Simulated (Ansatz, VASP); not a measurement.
Bi in VASP and in Ansatz

File INCAR:

```
PREC = Accurate ; ENCUT = 520
EDIFF = 1E-6 ; ISMEAR = 0
SIGMA = 0.02 ; LREAL = F
LASPH = T ; NELM = 60
ALGO = Normal ; ISIF = 2
LWAVE = F ; LCHARG = T
LDIPOL = T ; IDIPOL = 3
DIPOL = 0.5 0.5 0.500 ; GGA = PE
LELF = T ; LVHAR = T
LVACPOTAV = T ; NBANDS = 22
```

File KPOINTS:

```
Automatic mesh
0
Gamma
  9 9 1
```

POSCAR

```
Bi
1.0
    4.5580000000      0.0000000000      0.0000000000
   -2.2790000000      3.9473437904      0.0000000000
    0.0000000000      0.0000000000     28.0000000000
Bi
2
Direct
    0.3333333333      0.6666666667      0.5396071429
    0.6666666667      0.3333333333      0.4603928571
```

Input for Ansatz:

```yaml
crystal:
  lattice:
    - [4.558, 0.0, 0.0]
    - [-2.279, 3.9473437904, 0.0]
    - [0.0, 0.0, 28.0]
  atoms:
    - { symbol: Bi, position: [0.3333333333, 0.6666666667, 0.5396071429] }
    - { symbol: Bi, position: [0.6666666667, 0.3333333333, 0.4603928571] }
  periodic: [true, true, false]
basis:
  ecutwfc: 420
kpoints:
  mp_grid: { grid: [9, 9, 1] }
hamiltonian:
  xc: pbe
scf:
  occupations: { method: gaussian, width: 0.02 }
output:
  forces: true
  stress: true
  eigenvalues: true
```

Alike in both runs: task single point; functional PBE; k mesh 9 × 9 × 1; occupations gaussian, width 0.02 eV; no spin polarisation.

```csv
,VASP,Ansatz
version,VASP 6.6.1,Ansatz 0.2.0
potentials or method,"VASP PAW PBE potentials, release 64 (Bi_d), cutoff 520 eV","scalar-relativistic, plane waves, PAW"
valence electrons in the cell,30,30
```

VASP gave:

| Item | Value |
| --- | --- |
| gap on the k mesh at the Fermi level (eV) | 0.13 |
| least direct gap on the mesh (eV) | 0.25 |
| rms of the force components (eV/Å) | 1.501 |

What did Ansatz give for the same quantities?

gap on the k mesh at the Fermi level (eV): 0.13; least direct gap on the mesh (eV): 0.26; rms of the force components (eV/Å): 1.503.

Atom by atom the forces differ by 0.002 eV/Å (rms over components). The functional is the same, so the differences come from potentials, cutoffs and numerics.

Neither program's run includes spin-orbit coupling.
